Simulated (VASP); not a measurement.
Runs of VASP 6.6.1 on TiCo. The structure is that of space group Pm-3m (No. 221), or close to it. The cells are those of the table. 

```tsv
task	level	potentials or basis	cell	k mesh	cutoff (eV)	second try	grid for exact exchange (PRECFOCK)	share of exact exchange	gap on the mesh (eV)	pressure (GPa)	moment (μB)
single point	r2SCAN	VASP PAW PBE potentials, release 64 (Co_sv, Ti_sv)	a = 2.986 Å, 2 atoms	9 × 9 × 9	760	-	-	-	none	(a)	0.87
vibrations by perturbation theory	LDA	VASP PAW LDA potentials, release 64 (Co, Ti_sv)	a = 2.986 Å, 2 atoms	7 × 7 × 7	550	not_converged	-	-	-	-	(c)
single point	r2SCAN0	VASP PAW PBE potentials, release 64 (Co, Ti_sv)	a = 2.986 Å, 2 atoms	5 × 5 × 5	520	-	Normal	0.25	none	6.7	(b)
single point	PBE0	VASP PAW PBE potentials, release 64 (Co, Ti_sv)	a = 2.946 Å, 2 atoms	4 × 4 × 4	520	-	Normal	0.25	none	8.7	0.91
single point	BLYP	VASP PAW PBE potentials, release 64 (Co_sv, Ti_sv)	a = 3.015 Å, 2 atoms	9 × 9 × 9	690	-	-	-	none	-0.1	0.82
single point	PBE0	VASP PAW PBE potentials, release 64 (Co, Ti_sv)	a = 2.925 Å, 2 atoms	4 × 4 × 4	520	-	Normal	0.25	none	12.9	0.91
```

Alike in all rows: spin collinear, ferromagnetic start; smearing fermi-dirac 0.05 eV.

Q: Estimate the missing entries.

A: (a) 0.8; (b) 1.00; (c) 0.63.

Caveats: some runs use coarse meshes; the PAW data sets were made with another functional, which shifts forces and pressure a little (at least some runs); the cell stands under pressure or tension, which shifts response properties (at least some runs).

A gap of «none» marks levels without a gap at the run's occupations.

The runs don't all hold the same shells in valence.
